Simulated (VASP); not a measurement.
Here is a VASP 6.6.1 calculation.

File POSCAR:

```
B4AsN3
1.0
    3.9535267229      0.0000000000      0.0000000000
    0.0000000000      3.9535267229      0.0000000000
    0.0000000000      0.0000000000      3.9535267229
N B As
3 4 1
Direct
    0.5000000000      0.0000000000      0.0000000000
    0.0000000000      0.5000000000      0.0000000000
    0.0000000000      0.0000000000      0.5000000000
    0.2269582761      0.7730417239      0.7730417239
    0.7730417239      0.2269582761      0.7730417239
    0.7730417239      0.7730417239      0.2269582761
    0.2269582761      0.2269582761      0.2269582761
    0.5000000000      0.5000000000      0.5000000000
```

INCAR.step1

```
SYSTEM = B4AsN3
ALGO = Normal
EDIFF = 1E-5
ENCUT = 770
GGA = PE
GGA_COMPAT = .FALSE.
ISMEAR = -1
LASPH = .TRUE.
LCHARG = .FALSE.
LREAL = .FALSE.
LWAVE = .TRUE.
NBANDS = 31
NELM = 120
PREC = Accurate
SIGMA = 0.02
```

The input INCAR.step2:

```
SYSTEM = B4AsN3
ALGO = Normal
EDIFF = 1E-6
ENCUT = 770
GGA_COMPAT = .FALSE.
ISIF = 2
ISMEAR = -1
ISTART = 1
LASPH = .TRUE.
LCHARG = .FALSE.
LMIXTAU = .TRUE.
LREAL = .FALSE.
LWAVE = .FALSE.
METAGGA = R2SCAN
NBANDS = 31
NELM = 120
PREC = Accurate
SIGMA = 0.02
```

Contents of KPOINTS:

```
k-points
0
G
  6 6 6
  0 0 0
```

Potentials or basis: VASP PAW PBE potentials, release 64 (N, B, As_d).

The run is started by

```bash
$ cat potpaw_PBE.64/N/POTCAR potpaw_PBE.64/B/POTCAR potpaw_PBE.64/As_d/POTCAR > POTCAR
$ cp INCAR.step1 INCAR
$ mpirun -np 1 vasp_std > vasp.out
$ cp INCAR.step2 INCAR
$ mpirun -np 1 vasp_std > vasp.out
```

Q: Predict the largest force.

A: 0.005 eV/Å.

Q: What does it give for the pressure?

A: 0.6 GPa.

Forces on the atoms (eV/Å):
```
N    0.000  0.000  0.000
N    0.000  0.000  0.000
N    0.000  0.000  0.000
B   -0.003  0.003  0.003
B    0.003 -0.003  0.003
B    0.003  0.003 -0.003
B   -0.003 -0.003 -0.003
As   0.000  0.000  0.000
```

Caveat: the PAW data sets were made with another functional, which shifts forces and pressure a little.
